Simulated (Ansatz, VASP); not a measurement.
Two plane-wave programs on Pb

```
CELL_PARAMETERS angstrom
0.00000 2.46980 2.46980
2.46980 0.00000 2.46980
2.46980 2.46980 0.00000
ATOMIC_POSITIONS crystal
Pb 0.00000 0.00000 0.00000
```

Alike in both runs: task single point; functional PBEsol; k mesh 18 × 18 × 18; occupations gaussian, width 0.15 eV; no spin polarisation.

|  | VASP | Ansatz |
| --- | --- | --- |
| version | VASP 6.6.1 | Ansatz 0.2.0 |
| potentials or method | VASP PAW PBE potentials, release 64 (Pb_d), cutoff 520 eV | scalar-relativistic, plane waves, PAW |
| valence electrons in the cell | 14 | 14 |

```tsv
	VASP	Ansatz	Ansatz less VASP
gap on the k mesh at the Fermi level (eV)	none	none	-
pressure (GPa)	-0.2	-0.2	+0.06
```

VASP's potentials were made for PBE, not for PBEsol. A gap of «none» marks a metal or a gap that the smearing closes. The functional is the same, so the differences come from potentials, cutoffs and numerics.

Spin-orbit coupling is off throughout.
